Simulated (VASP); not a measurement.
Runs of VASP 6.6.1 on Ir. The structure is that of space group Fm-3m (No. 225), or close to it. The cells are those of the table. 

| level | spin | cell | cutoff (eV) | gap on the mesh (eV) | pressure (GPa) |
| --- | --- | --- | --- | --- | --- |
| r2SCAN | off | a = 2.663 Å, angles 60.0°, 1 atom | 520 | none | (b) |
| r2SCAN | off | a = 2.745 Å, angles 60.0°, 1 atom | 520 | none | -8.2 |
| r2SCAN | off | a = 2.691 Å, angles 60.0°, 1 atom | 520 | none | 15.4 |
| PBE | off | a = 2.718 Å, angles 60.0°, 1 atom | 500 | none | (a) |
| r2SCAN | off | a = 2.772 Å, angles 60.0°, 1 atom | 520 | none | -17.1 |
| r2SCAN | collinear | a = 2.691 Å, angles 60.0°, 1 atom | 550 | none | 15.4 |
| r2SCAN | off | a = 2.718 Å, angles 60.0°, 1 atom | 520 | none | 2.5 |

Alike in all rows: task single point; potentials or basis VASP PAW PBE potentials, release 64 (Ir); k mesh 18 × 18 × 18; smearing gaussian 0.1 eV.

**Question.** Fill in the values left out.

**Answer.** (a) 8.1; (b) 30.8.

Caveats: spin-orbit coupling is left out, which moves the levels of the heavy elements; the PAW data sets were made with another functional, which shifts forces and pressure a little (at least some runs); the cell stands under pressure (at least some runs); the cell stands under tension (at least some runs).

A k mesh can miss the band edges, and the runs leave out spin-orbit coupling on Ir.

A gap of «none» marks levels without a gap at the run's occupations.
